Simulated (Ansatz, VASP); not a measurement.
This is a calculation of TaTe for Ansatz 0.2.0.

The input input.yaml:

```yaml
crystal:
  lattice:
    - [3.4427402627, 0.0, 0.0]
    - [0.0, 3.4427402627, 0.0]
    - [0.0, 0.0, 3.4427402627]
  atoms:
    - { symbol: Ta, position: [0.5, 0.5, 0.5] }
    - { symbol: Te, position: [0.0, 0.0, 0.0] }
kpoints:
  mp_grid: { grid: [8, 8, 8] }
scf:
  occupations: { method: fermi_dirac, width: 0.05 }
hamiltonian:
  xc: pbe
  pseudopotentials: { kind: all_electron, lapw: { basis_error: 0.0005 } }
output:
  forces: true
  stress: true
  eigenvalues: true
```

Potentials or basis: all-electron LAPW, scalar-relativistic.

The run is started by

```bash
$ ansatz run input.yaml --threads 1 --pin off --max-ram 3072MiB --backend cpu --events-out ev --progress --plain --runs-dir out
```

**Question.** Set up the same calculation for VASP 6.6.1. Potentials there: VASP PAW PBE potentials, release 64 (Ta_pv, Te).

**Answer.** As run (the cutoff follows the program's own potentials):

INCAR

```
SYSTEM = TaTe
PREC = Accurate
ENCUT = 500
EDIFF = 1E-6
ISMEAR = -1
SIGMA = 0.05
LREAL = .FALSE.
LASPH = .TRUE.
NELM = 120
ALGO = Normal
ISIF = 2
LWAVE = .FALSE.
LCHARG = .FALSE.
GGA = PE
NBANDS = 16
GGA_COMPAT = .FALSE.
```

Contents of KPOINTS:

```
Automatic mesh
0
G
  8 8 8
  0 0 0
```

Contents of POSCAR:

```
TaTe
1.0
    3.4427402627      0.0000000000      0.0000000000
    0.0000000000      3.4427402627      0.0000000000
    0.0000000000      0.0000000000      3.4427402627
Ta Te
1 1
Direct
    0.5000000000      0.5000000000      0.5000000000
    0.0000000000      0.0000000000      0.0000000000
```

Potentials or basis: VASP PAW PBE potentials, release 64 (Ta_pv, Te).

Launch:

```sh
$ cat potpaw_PBE.64/Ta_pv/POTCAR potpaw_PBE.64/Te/POTCAR > POTCAR
$ mpirun -np 1 vasp_std > vasp.out
```

Both were run:

|  | VASP | Ansatz | Ansatz less VASP |
| --- | --- | --- | --- |
| gap on the k mesh at the Fermi level (eV) | none | none | - |
| pressure (GPa) | -2.6 | -2.6 | +0.05 |

A gap of «none» marks a metal or a gap that the smearing closes. Ansatz ran all-electron here, and VASP with PAW potentials.

Neither program's run includes spin-orbit coupling.
